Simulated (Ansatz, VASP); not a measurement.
**Two plane-wave programs on In**

```
In
1.0
    -0.99611    1.99222    1.99222
     1.99222   -0.99611    1.99222
     1.99222    1.99222   -0.99611
In
1
Cartesian
  0.0000 0.0000 0.0000
```

Alike in both runs: task single point; functional r2SCAN; k mesh 20 × 20 × 20; occupations gaussian, width 0.15 eV; no spin polarisation.

|  | VASP | Ansatz |
| --- | --- | --- |
| version | VASP 6.6.1 | Ansatz 0.2.0 |
| potentials or method | VASP PAW PBE potentials, release 64 (In_d), cutoff 550 eV | scalar-relativistic, plane waves, PAW |
| valence electrons in the cell | 13 | 13 |

|  | VASP | Ansatz | Ansatz less VASP |
| --- | --- | --- | --- |
| gap on the k mesh at the Fermi level (eV) | none | none | - |
| pressure (GPa) | 2.3 | 2.3 | -0.04 |

VASP's potentials were made for PBE, not for r2SCAN. A gap of «none» marks a metal or a gap that the smearing closes. With one functional, cell and mesh, what is left measures potentials, basis and numerics.
